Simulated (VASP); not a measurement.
# Bi3O: single point with PBE

The system is Bi3O.

```
CELL_PARAMETERS angstrom
3.14979 0.00000 0.00000
0.00000 3.14979 0.00000
0.00000 0.00000 10.36784
ATOMIC_POSITIONS crystal
Bi 0.50000 0.50000 0.73428
Bi 0.00000 0.00000 0.50000
Bi 0.50000 0.50000 0.26572
O 0.00000 0.00000 0.00000
```

* Program: VASP 6.6.1
* Task: single point
* Functional: PBE
* Potentials or basis: VASP PAW PBE potentials, release 64 (Bi_d, O)
* Cutoff: 520 eV
* k mesh: 6 × 6 × 2
* Occupations: gaussian, width 0.1 eV
* Spin: no spin polarisation

```yaml
Pressure: 8.4 GPa
Largest_force: 2.523 eV/Å
```

Forces on the atoms (eV/Å):
```
Bi   0.000  0.000  2.523
Bi   0.000  0.000  0.000
Bi   0.000  0.000 -2.523
O    0.000  0.000  0.000
```

Stress tensor (GPa, compression positive):
```
11.64  0.00  0.00
 0.00 11.64  0.00
 0.00  0.00  1.88
```

Levels at points of the mesh, in eV from the Fermi level:
```csv
k point,band 22,band 23,band 24,band 25,band 26,band 27,band 28,band 29
"(0.00, 0.00, 0.00)",-0.59,0.12,0.12,1.94,1.94,3.95,3.95,4.37
"(0.50, 0.00, 0.00)",-3.97,-1.37,-0.90,-0.62,0.28,1.31,2.61,5.39
"(0.50, 0.50, 0.00)",-3.00,-3.00,-1.40,-1.40,-0.76,-0.51,-0.51,-0.33
"(0.00, 0.00, 0.50)",0.13,0.13,0.96,1.93,1.93,3.55,3.99,3.99
"(0.50, 0.00, 0.50)",-4.12,-1.87,-0.45,0.14,0.28,0.81,2.24,5.39
"(0.50, 0.50, 0.50)",-3.06,-3.06,-1.04,-1.04,-0.83,-0.83,-0.64,-0.48
```

It took 30 s on 1 thread of Intel(R) Xeon(R) 6975P-C (Granite Rapids), on a shared host, peak memory 0.22 GiB.

Caveat: spin-orbit coupling is left out, which moves the levels of the heavy elements; an odd number of electrons without spin polarisation forces a metal; a magnetic or distorted state may lie lower.
